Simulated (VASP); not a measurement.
**Ga: single point with r2SCAN**

Ga:

```xyz
2
Lattice="2.8063 0.0000 -0.0131 0.0000 3.2404 0.0000 -1.3758 0.0000 3.9908" Properties=species:S:1:pos:R:3 pbc="T T T"
Ga   -0.6940    2.4303    3.0721
Ga    2.1246    0.8101    0.9055
```

```
Program             : VASP 6.6.1
Task                : single point
Functional          : r2SCAN
Potentials or basis : VASP PAW PBE potentials, release 64 (Ga_d)
Cutoff              : 520 eV
k mesh              : 10 × 8 × 7
Occupations         : fermi-dirac, width 0.05 eV
Spin                : no spin polarisation
```

| Property | Result |
| --- | --- |
| Pressure | 0.1 GPa |
| Largest force | 0.004 eV/Å |
| Band gap on the k mesh | zero (bands 13 and 14 overlap by 9.01 eV) |

Forces in eV/Å, atoms in the order of the input:
```
Ga   0.002  0.000 -0.003
Ga  -0.002  0.000  0.003
```

Stress tensor (GPa, compression positive):
```
 0.09  0.00 -0.03
 0.00 -0.02  0.00
-0.03  0.00  0.17
```

Levels at points of the mesh, in eV from the Fermi level:
```tsv
k point	band 10	band 11	band 12	band 13	band 14	band 15	band 16	band 17
(0.00, 0.00, 0.00)	-15.16	-12.01	-2.31	-1.28	2.18	6.29	9.29	10.48
(0.50, 0.00, 0.00)	-15.21	-6.72	-5.61	-1.76	0.21	6.67	7.12	9.43
(0.00, 0.50, 0.00)	-15.24	-8.14	-8.14	1.84	1.84	3.02	3.02	11.87
(0.50, 0.50, 0.00)	-15.20	-3.11	-3.11	-1.75	-1.75	2.15	2.15	4.77
```

Run time: 6.7 min on 1 thread of Intel Xeon 8259CL (shared host), peak memory 0.23 GiB.

Caveat: the PAW data sets were made with another functional, which shifts forces and pressure a little.
